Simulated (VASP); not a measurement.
# HgTe (F-43m) in VASP: notebook, part 2 of 2

VASP 6.6.1. Earlier steps stand in the parts before.

### Step 3. Single point, PBE

The input, INCAR:

```
SYSTEM = HgTe
ALGO = Normal
EDIFF = 1E-6
ENCUT = 500
GGA = PE
GGA_COMPAT = .False.
ISIF = 2
ISMEAR = -1
LASPH = .True.
LCHARG = .False.
LREAL = .False.
LWAVE = .False.
NBANDS = 16
NELM = 120
PREC = Accurate
SIGMA = 0.05
```

The input, KPOINTS:

```
k-points
0
Gamma
  6 6 6
  0 0 0
```

The input, POSCAR:

```
HgTe
1.0
    0.0000000000      3.2145000000      3.2145000000
    3.2145000000      0.0000000000      3.2145000000
    3.2145000000      3.2145000000      0.0000000000
Hg Te
1 1
Direct
    0.0000000000      0.0000000000      0.0000000000
    0.7500000000      0.7500000000      0.7500000000
```

Potentials or basis: VASP PAW PBE potentials, release 64 (Hg, Te).

Started as:

```console
> cat potpaw_PBE.64/Hg/POTCAR potpaw_PBE.64/Te/POTCAR > POTCAR
> mpirun -np 1 vasp_std > vasp.out
```

Run time: 22 s. Hardware: 1 thread of AMD EPYC 7R43 (Zen 3), shared host; peak memory 0.17 GiB.

It converged, with:

| Item | Value |
| --- | --- |
| Free energy | -3.5444 eV |
| Pressure | 4.7 GPa |
| Band gap on the k mesh | zero (filled and empty bands touch) |

Levels at points of the mesh, in eV from the Fermi level:
```
           k point  band 6  band 7  band 8  band 9  band 10  band 11  band 12  band 13
(0.00, 0.00, 0.00)   -6.94   -0.72   -0.04   -0.04    -0.04     4.16     4.16     4.16
(0.50, 0.00, 0.00)   -6.63   -5.64   -1.06   -1.06     0.67     4.98     4.98     6.82
(0.50, 0.50, 0.00)   -6.47   -5.57   -2.38   -2.38     1.85     2.41     8.25     8.89
```

Caveat: the cell stands under pressure; semilocal functionals underestimate gaps, so a narrow gap can read as zero; spin-orbit coupling is left out, which moves the levels of the heavy elements.

### Step 4. Single point, PBE

The input, INCAR:

```
SYSTEM = HgTe
  PREC = Accurate
  ENCUT = 500
  EDIFF = 1E-6
  ISMEAR = -1
  SIGMA = 0.03
  LREAL = .FALSE.
  LASPH = .TRUE.
  NELM = 120
  ALGO = Normal
  ISIF = 2
  LWAVE = .FALSE.
  LCHARG = .FALSE.
  GGA = PE
  NBANDS = 16
  GGA_COMPAT = .FALSE.
```

The input, KPOINTS:

```
regular mesh
0
G
  6 6 6
  0 0 0
```

POSCAR is that of step 3.

Potentials or basis: VASP PAW PBE potentials, release 64 (Hg, Te).

Started as:

```console
> cat potpaw_PBE.64/Hg/POTCAR potpaw_PBE.64/Te/POTCAR > POTCAR
> mpirun -np 1 vasp_std > vasp.out
```

OUTCAR:

```text
SYSTEM = HgTe
   PREC = Accurate
   ENCUT = 500
   EDIFF = 1E-6
   ISMEAR = -1
   LREAL = .FALSE.
   LASPH = .TRUE.
   NELM = 120
   ISIF = 2
   GGA = PE

 ion  position               nearest neighbor table
   1  0.000  0.000  0.000-   2 2.78   2 2.78   2 2.78   2 2.78
   2  0.750  0.750  0.750-   1 2.78   1 2.78   1 2.78   1 2.78

  LATTYP: Found a face centered cubic cell.
 ALAT       =     6.4290000000

  Lattice vectors:

[... 479 lines left out ...]

------------------------ aborting loop because EDIFF is reached ----------------------------------------

  FORCE on cell =-STRESS in cart. coord.  units (eV):
  Direction    XX          YY          ZZ          XY          YZ          ZX
  --------------------------------------------------------------------------------------
  -------------------------------------------------------------------------------------
  Total        1.9411393      1.9411393      1.9411393      0.0000000      0.0000000      0.0000000
  in kB       46.8162904     46.8162904     46.8162904      0.0000000      0.0000000      0.0000000
  external PRESSURE =      46.8162904 kB  Pullay stress =       0.0000000 kB

 VOLUME and BASIS-vectors are now :
 -----------------------------------------------------------------------------
  energy-cutoff  :      500.00
  volume of cell :       66.43
      direct lattice vectors                 reciprocal lattice vectors
     0.000000000  3.214500000  3.214500000    -0.155545186  0.155545186  0.155545186
     3.214500000  0.000000000  3.214500000     0.155545186 -0.155545186  0.155545186
     3.214500000  3.214500000  0.000000000     0.155545186  0.155545186 -0.155545186

 POSITION                                       TOTAL-FORCE (eV/Angst)
 -----------------------------------------------------------------------------------
      0.00000      0.00000      0.00000        -0.000000      0.000000     -0.000000
      4.82175      4.82175      4.82175         0.000000     -0.000000      0.000000
 -----------------------------------------------------------------------------------
    total drift:                               -0.000000     -0.000000      0.000000

  FREE ENERGIE OF THE ION-ELECTRON SYSTEM (eV)
  ---------------------------------------------------
  free  energy   TOTEN  =        -3.5440148922 eV

  energy  without entropy=       -3.5434833817  energy(sigma->0) =       -3.54374914
```

stdout:

```text
POSCAR found type information on POSCAR HgTe
 POSCAR found :  2 types and       2 ions
 scaLAPACK will be used
 LDA part: xc-table for (Slater+PW92), standard interpolation
 POSCAR, INCAR and KPOINTS ok, starting setup
 FFT: planning ... GRIDC
 FFT: planning ... GRID_SOFT
 FFT: planning ... GRID
 WAVECAR not read
 entering main loop
```

Run time: 19 s. Hardware: 1 thread of AMD EPYC 7R43 (Zen 3), shared host; peak memory 0.17 GiB.

Results:

```yaml
Free_energy: -3.5440 eV
Pressure: 4.7 GPa
Band_gap_on_the_k_mesh: zero (filled and empty bands touch)
```

Caveat: the cell stands under pressure; semilocal functionals underestimate gaps, so a narrow gap can read as zero; spin-orbit coupling is left out, which moves the levels of the heavy elements.

### Step 5. Overview

```tsv
smearing	gap on the mesh (eV)	pressure (GPa)
tetrahedron	none	4.7
fermi-dirac 0.05 eV	none	4.7
fermi-dirac 0.03 eV	none	4.7
```

Alike in all rows: task single point; level PBE; potentials or basis VASP PAW PBE potentials, release 64 (Hg, Te); no spin polarisation; cell as given; k mesh 6 × 6 × 6; cutoff (eV) 500.

Caveats: the cell stands under pressure; semilocal functionals underestimate gaps, so a narrow gap can read as zero; spin-orbit coupling is left out, which moves the levels of the heavy elements.

Total energies depend on the potentials used, so only differences within one code and one set of settings carry meaning.
